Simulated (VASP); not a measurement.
# ZnCu2SnSe4 in VASP: single point with PBEsol

Aim: the single point of ZnCu2SnSe4 with PBEsol.

Program: VASP 6.6.1. These are calculated values, not measurements. Logs are shortened: lines on timing, memory, paths and dates and some standing lists are left out, and cuts for length are marked.

## 1. The cell of the first run

The typed cell holds 8 atoms: a = 6.930 Å, b = 6.930 Å, c = 6.930 Å, α = 131.77°, β = 131.78°, γ = 70.58°.

## 2. Single point, PBEsol

INCAR

```
PREC = Accurate
ENCUT = 520
EDIFF = 1E-6
ISMEAR = -1
SIGMA = 0.05
LREAL = F
LASPH = T
NELM = 80
ALGO = Normal
ISIF = 2
LWAVE = F
LCHARG = F
GGA = PS
NBANDS = 46
```

KPOINTS

```
regular mesh
0
Gamma
  4 4 4
```

POSCAR

```
ZnCu2SnSe4
1.0
   -2.8310796644      2.8306668010      5.6564015862
    2.8312040141     -2.8307662160      5.6564373984
    2.8310657698      2.8307522904     -5.6564073273
Cu Zn Sn Se
2 1 1 4
Direct
    0.7443819112      0.2500861712      0.4957908825
    0.2443718860      0.7500550913      0.4958008980
   -0.0055710028      0.0000059334     -0.0042082983
    0.4944340662      0.5000328279     -0.0041934253
    0.8916144666      0.8973009494      0.5177460497
    0.0971988578      0.6247459255     -0.0041954941
    0.6191256141      0.1028057173     -0.0042135707
    0.3696656781      0.3753389489      0.4738469668
```

Potentials or basis: VASP PAW PBE potentials, release 64 (Cu, Zn, Sn_d, Se).

Started as:

```console
$ cat potpaw_PBE.64/Cu/POTCAR potpaw_PBE.64/Zn/POTCAR potpaw_PBE.64/Sn_d/POTCAR potpaw_PBE.64/Se/POTCAR > POTCAR
$ mpirun -np 1 vasp_std > vasp.out
```

OUTCAR:

```text
PREC = Accurate
   ENCUT = 520
   EDIFF = 1E-6
   ISMEAR = -1
   LREAL = F
   LASPH = T
   NELM = 80
   ISIF = 2
   GGA = PS

 ion  position               nearest neighbor table
   1  0.744  0.250  0.496-   8 2.38   7 2.38   6 2.38   5 2.38
   2  0.244  0.750  0.496-   5 2.38   8 2.38   6 2.38   7 2.38
   3  0.994  0.000  0.996-   6 2.46   8 2.46   5 2.46   7 2.46
   4  0.494  0.500  0.996-   7 2.60   5 2.60   8 2.60   6 2.60
   5  0.892  0.897  0.518-   2 2.38   1 2.38   3 2.46   4 2.60
   6  0.097  0.625  0.996-   1 2.38   2 2.38   3 2.46   4 2.60
   7  0.619  0.103  0.996-   1 2.38   2 2.38   3 2.46   4 2.60
   8  0.370  0.375  0.474-   1 2.38   2 2.38   3 2.46   4 2.60

  LATTYP: Found a body centered orthorhombic cell.
 ALAT       =     5.6614190914
 B/A-ratio  =     1.0001502614
 C/A-ratio  =     1.9982338002

  Lattice vectors:

 A1 = (   2.8311901195,   2.8306528754,   5.6564316573)
 A2 = (  -2.8310657698,  -2.8307522904,   5.6564073273)
 A3 = (   2.8310796644,  -2.8306668010,  -5.6564015862)

Analysis of symmetry for initial positions (statically):
=====================================================================
 Subroutine PRICEL returns:
 Original cell was already a primitive cell.

 Routine SETGRP: Setting up the symmetry group for a
 body centered orthorhombic supercell.

 Subroutine GETGRP returns: Found  1 space group operations
 (whereof  1 operations were pure point group operations)
 out of a pool of  8 trial point group operations.

The static configuration has the point symmetry C_1 .

Analysis of symmetry for dynamics (positions and initial velocities):
=====================================================================
 Subroutine PRICEL returns:
 Original cell was already a primitive cell.

 Routine SETGRP: Setting up the symmetry group for a
 body centered orthorhombic supercell.

 Subroutine GETGRP returns: Found  1 space group operations
 (whereof  1 operations were pure point group operations)
 out of a pool of  8 trial point group operations.

The dynamic configuration has the point symmetry C_1 .

 Subroutine INISYM returns: Found  1 space group operations
 (whereof  1 operations are pure point group operations),
 and found     1 'primitive' translations

----------------------------------------------------------------------------------------

[... 107 lines left out ...]
   NSW    =      0    number of steps for IOM
   IBRION =     -1    ionic relax: 0-MD 1-quasi-New 2-CG
   NFREE  =      0    steps in history (QN), initial steepest desc. (CG)
   ISIF   =      2    stress and relaxation
   ISYM   =      2    0-nonsym 1-usesym 2-fastsym
   POTIM  = 0.5000    time-step for ionic-motion
   TEBEG  =    0.0;   TEEND  =   0.0 temperature during run
   PSTRESS=    0.0 pullay stress
   NELECT =      72.0000    total number of electrons
   NUPDOWN=      -1.0000    fix difference up-down
   EMIN   =  10.00;   EMAX   =-10.00  energy-range for DOS
   EFERMI =   0.00;   METHOD = LEGACY
   ISMEAR =    -1;   SIGMA  =   0.05  broadening in eV -4-tet -1-fermi 0-gaus
   EFERMI_NEDOS =   21; number of points for ismear=-14 and -15
   IALGO  =     38    algorithm
   IMIX   =      4    mixing-type and parameters
     AMIX     =   0.40;   BMIX     =  1.00
     AMIX_MAG =   1.60;   BMIX_MAG =  1.00
  volume/ion in A,a.u.               =      22.67       152.96
  Fermi-wavevector in a.u.,A,eV,Ry     =   1.203279  2.273868 19.699623  1.447881
  Thomas-Fermi vector in A             =   2.339037
   LORBIT       =      0    0 simple, 1 ext, 2 COOP (PROOUT), +10 PAW based schemes
   GGA     = PS    functional components
   LHFCALC =     F    Hartree Fock is set to
   AEXX    =    0.0000 exact exchange contribution
   IVDW    =     0    specifies the selected vdW correction
   LEPSILON=     F    determine dielectric tensor
   LRPA    =     F    only Hartree local field effects (RPA)
 non-spin polarized calculation
  energy-cutoff  :      520.00
  volume of cell :      181.32
 maximum number of plane-waves:      4954
 NGX is ok and might be reduce to    54
   NGX = 25   NGY = 25   NGZ = 25

 number of electron      72.0000001 magnetization

 Free energy of the ion-electron system (eV)
  ---------------------------------------------------
  ext. energy  EPLUGINS =         0.00000000
  ---------------------------------------------------
  free energy    TOTEN  =       -32.76620059 eV

  energy without entropy =      -32.75938182  energy(sigma->0) =      -32.76279121

 E-fermi :   3.9978     XC(G=0):  -9.7494

 val. band max:        3.9933865432   @ k =   0.0000   0.0000   0.0000
 cond. band min:       4.0430894617   @ k =   0.0000   0.0000   0.0000
 fundamental gap:      0.0497029185
 Fermi energy:         3.9978274086

 k-point     1 :       0.0000    0.0000    0.0000
  band No.  band energies     occupation
      1     -18.1323      2.00000
      2     -18.1323      2.00000
      3     -18.1206      2.00000
      4     -18.0789      2.00000
      5     -18.0665      2.00000
      6     -10.4579      2.00000
[... 1165 lines left out ...]
     45       9.6167      0.00000
     46       9.7712      0.00000

 [... further k-points ...]

------------------------ aborting loop because EDIFF is reached ----------------------------------------

  FORCE on cell =-STRESS in cart. coord.  units (eV):
  Direction    XX          YY          ZZ          XY          YZ          ZX
  --------------------------------------------------------------------------------------
  -------------------------------------------------------------------------------------
  Total        0.2326677      0.2392179      0.2300595      0.0001704      0.0002306     -0.0004597
  in kB        2.0558396      2.1137167      2.0327940      0.0015057      0.0020372     -0.0040615
  external PRESSURE =       2.0674501 kB  Pullay stress =       0.0000000 kB

 VOLUME and BASIS-vectors are now :
 -----------------------------------------------------------------------------
  energy-cutoff  :      520.00
  volume of cell :      181.32
      direct lattice vectors                 reciprocal lattice vectors
    -2.831079664  2.830666801  5.656401586    -0.000000035  0.176634249  0.088396693
     2.831204014 -2.830766216  5.656437398     0.176607152  0.000000523  0.088393200
     2.831065770  2.830752290 -5.656407327     0.176608056  0.176634592 -0.000000389

 POSITION                                       TOTAL-FORCE (eV/Angst)
 -----------------------------------------------------------------------------------
      0.00426      2.80262      2.82072        -0.000243      0.000249     -0.000394
      2.83537     -0.02801      2.82045        -0.000068      0.000128      0.000134
      0.00386      5.63372     -0.00768         0.000030     -0.000373      0.000406
      2.83511      2.80298     -0.00757         0.000055     -0.000334     -0.000236
      1.48198      1.44943      7.19027        -0.007670     -0.007829     -0.015020
      4.31279      1.32550     -1.54904        -0.007703      0.007790      0.015004
      1.35741      4.28034     -1.54904         0.007685     -0.007562      0.015068
      1.35760      1.32525      1.53379         0.007915      0.007932     -0.014961
 -----------------------------------------------------------------------------------
    total drift:                               -0.000580     -0.000278     -0.000249

  FREE ENERGIE OF THE ION-ELECTRON SYSTEM (eV)
  ---------------------------------------------------
  free  energy   TOTEN  =       -32.7662005883 eV

  energy  without entropy=      -32.7593818234  energy(sigma->0) =      -32.76279121
```

Run time: 9.8 min. Hardware: 1 thread of AMD EPYC 7R43 (Zen 3), shared host; peak memory 0.56 GiB.

Results:

```yaml
Free_energy: -32.7662 eV
Pressure: 0.2 GPa
Largest_force: 0.019 eV/Å
Band_gap_on_the_k_mesh: zero (bands 36 and 37 overlap by 0.06 eV)
```

Forces in eV/Å, atoms in the order of the input:
```
Cu   0.000  0.000  0.000
Cu   0.000  0.000  0.000
Zn   0.000  0.000  0.000
Sn   0.000  0.000  0.000
Se  -0.008 -0.008 -0.015
Se  -0.008  0.008  0.015
Se   0.008 -0.008  0.015
Se   0.008  0.008 -0.015
```

Caveat: semilocal functionals underestimate gaps, and a narrow one can read as zero; the PAW data sets were made with another functional, which shifts forces and pressure a little; spin-orbit coupling is left out, which moves the levels of the heavy elements.

The gap in the log of VASP goes by the Fermi energy; the results here count the filled bands.